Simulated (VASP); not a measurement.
A run of VASP 6.6.1:

File POSCAR:

```
AlN
1.0
    3.1064902802      0.0000000000      0.0000000000
   -1.5532451401      2.6902994992      0.0000000000
    0.0000000000      0.0000000000      4.9780207988
Al N
2 2
Direct
    0.3333333333      0.6666666667     -0.0175766601
    0.6666666667      0.3333333333      0.4824233399
    0.3333333333      0.6666666667      0.3995766601
    0.6666666667      0.3333333333      0.8995766601
```

Contents of INCAR.step1:

```
SYSTEM = AlN
PREC = Accurate
ENCUT = 520
ISMEAR = 0
SIGMA = 0.01
LREAL = .False.
LASPH = .True.
NELM = 60
NBANDS = 16
GGA = PE
ALGO = Normal
EDIFF = 1E-4
LWAVE = .True.
LCHARG = .False.
```

INCAR.step2

```
SYSTEM = AlN
PREC = Accurate
ENCUT = 520
EDIFF = 1E-7
ISMEAR = 0
SIGMA = 0.01
LREAL = .False.
LASPH = .True.
NELM = 60
ALGO = Normal
ISIF = 2
LWAVE = .False.
LCHARG = .False.
METAGGA = R2SCAN
LMIXTAU = .True.
NBANDS = 16
ISTART = 1
```

The input KPOINTS:

```
Automatic mesh
0
Gamma
  12 12 6
  0 0 0
```

Potentials or basis: VASP PAW PBE potentials, release 64 (Al, N).

Launch:

```console
$ cat potpaw_PBE.64/Al/POTCAR potpaw_PBE.64/N/POTCAR > POTCAR
$ cp INCAR.step1 INCAR
$ mpirun -np 1 vasp_std > vasp.out
$ cp INCAR.step2 INCAR
$ mpirun -np 1 vasp_std > vasp.out
```

Hardware: 1 thread of AMD EPYC 7R43 64-Core Processor (Zen 3), with other jobs on the host.

Q: How long does it take, and how much memory?

A: Run time: 3.6 min on 1 thread of AMD EPYC 7R43 64-Core Processor (Zen 3), on a shared host, peak memory 0.15 GiB. Counts: k points 76.
